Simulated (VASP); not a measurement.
Runs of VASP 6.6.1 on HfN. The structure is that of space group P6_3/mmc (No. 194), or close to it. The cells are those of the table. 

| task | cell | k mesh | cutoff (eV) | gap on the mesh (eV) | pressure (GPa) | largest force (eV/Å) |
| --- | --- | --- | --- | --- | --- | --- |
| relaxation of cell and atoms | relaxed from a = 3.088, b = 3.088, c = 5.478 Å, angles 90.0, 90.0, 117.9°, 4 atoms | 6 × 6 × 4 | 600 | none | 0.0 | 0.03 |
| single point | a = 3.088, b = 3.088, c = 5.478 Å, angles 90.0, 90.0, 117.9°, 4 atoms | 6 × 6 × 4 | 520 | none | (a) | 0.04 |
| single point | a = 3.154, b = 3.154, c = 5.468 Å, angles 90.0, 90.0, 119.9°, 4 atoms | 6 × 6 × 4 | 520 | none | -2.2 | - |
| single point | a = 3.159, b = 3.159, c = 5.451 Å, angles 90.0, 90.0, 120.0°, 4 atoms | 18 × 18 × 8 | 520 | none | -2.2 | - |

Alike in all rows: level PBE; potentials or basis VASP PAW PBE potentials, release 64 (Hf_pv, N); no spin polarisation; smearing gaussian 0.1 eV.

Problem. Fill in the values left out.

Solution. (a) 3.5.

Caveats: some runs use coarse meshes; spin-orbit coupling is left out, which moves the levels of the heavy elements.

A k mesh can miss the band edges, and the runs leave out spin-orbit coupling on Hf.

A gap of «none» marks levels without a gap at the run's occupations.
